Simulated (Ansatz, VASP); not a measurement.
**Two plane-wave programs on Si4F**

```xyz
5
Lattice="3.8333 0.0000 0.0000 -1.9167 3.3198 0.0000 0.0000 0.0000 20.9084" Properties=species:S:1:pos:R:3 pbc="T T T"
Si    0.0000    2.2132    4.0000
Si    0.0000    0.0000    4.7825
Si    0.0000    0.0000    7.2526
Si    1.9167    1.1066    7.9084
F     1.9167    2.2132   10.1084
```

Alike in both runs: task single point; functional PBE; dispersion D3(BJ); k mesh 9 × 9 × 1; occupations gaussian, width 0.05 eV; collinear spin.

|  | VASP | Ansatz |
| --- | --- | --- |
| version | VASP 6.6.1 | Ansatz 0.2.0 |
| potentials or method | VASP PAW PBE potentials, release 64 (Si, F), cutoff 520 eV | scalar-relativistic, plane waves, PAW |
| valence electrons in the cell | 23 | 23 |

Ansatz gave:

* gap on the k mesh at the Fermi level (eV): 0.14
* least direct gap on the mesh (eV): 0.37
* rms of the force components (eV/Å): 1.121
* net moment per atom (μB): 0.20
* size of the moment on the site where the two differ most (μB): 0.18

Task: Estimate VASP's values.

Result: gap on the k mesh at the Fermi level (eV): 0.15; least direct gap on the mesh (eV): 0.37; rms of the force components (eV/Å): 1.116; net moment per atom (μB): 0.20; size of the moment on the site where the two differ most (μB): 0.16.

Site moments also hang on the region over which each program counts them. Atom by atom the forces differ by 0.006 eV/Å (rms over components).
